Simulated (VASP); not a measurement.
A run of VASP 6.6.1 is set up as follows.

Contents of INCAR:

```
PREC = Accurate
ENCUT = 520
EDIFF = 1E-6
ISMEAR = 0
SIGMA = 0.15
LREAL = False
LASPH = True
NELM = 100
ALGO = Normal
ISIF = 2
LWAVE = False
LCHARG = True
GGA = PE
LELF = True
LVHAR = True
NBANDS = 14
```

Contents of KPOINTS:

```
regular mesh
0
Gamma
  18 18 18
```

The input POSCAR:

```
HfC
1.0
    0.0000000000      2.3250000000      2.3250000000
    2.3250000000      0.0000000000      2.3250000000
    2.3250000000      2.3250000000      0.0000000000
Hf C
1 1
Direct
    0.5000000000      0.5000000000      0.5000000000
   -0.0483870968     -0.0483870968     -0.0884722802
```

Potentials or basis: VASP PAW PBE potentials, release 64 (Hf_pv, C).

The run is started by

```sh
$ cat potpaw_PBE.64/Hf_pv/POTCAR potpaw_PBE.64/C/POTCAR > POTCAR
$ mpirun -np 1 vasp_std > vasp.out
```

Q: Predict the band gap on the k mesh.

A: 1.18 eV (least direct gap 1.39 eV).

Q: Estimate the pressure.

A: 20.7 GPa.

Forces in eV/Å, atoms in the order of the input:
```
Hf  -2.635 -2.635 -1.193
C    2.635  2.635  1.193
```

Caveat: the cell differs from its parent crystal (atom 2 (C) moved by (-0.450, -0.225) A along [1 1 0] and z); the stress differs along the axes, from 10 to 26 GPa; spin-orbit coupling is left out, which moves the levels of the heavy elements; forces of over 1 eV/Å act on the atoms, so gaps and moduli don't describe the material at rest. A k mesh can miss the band edges.
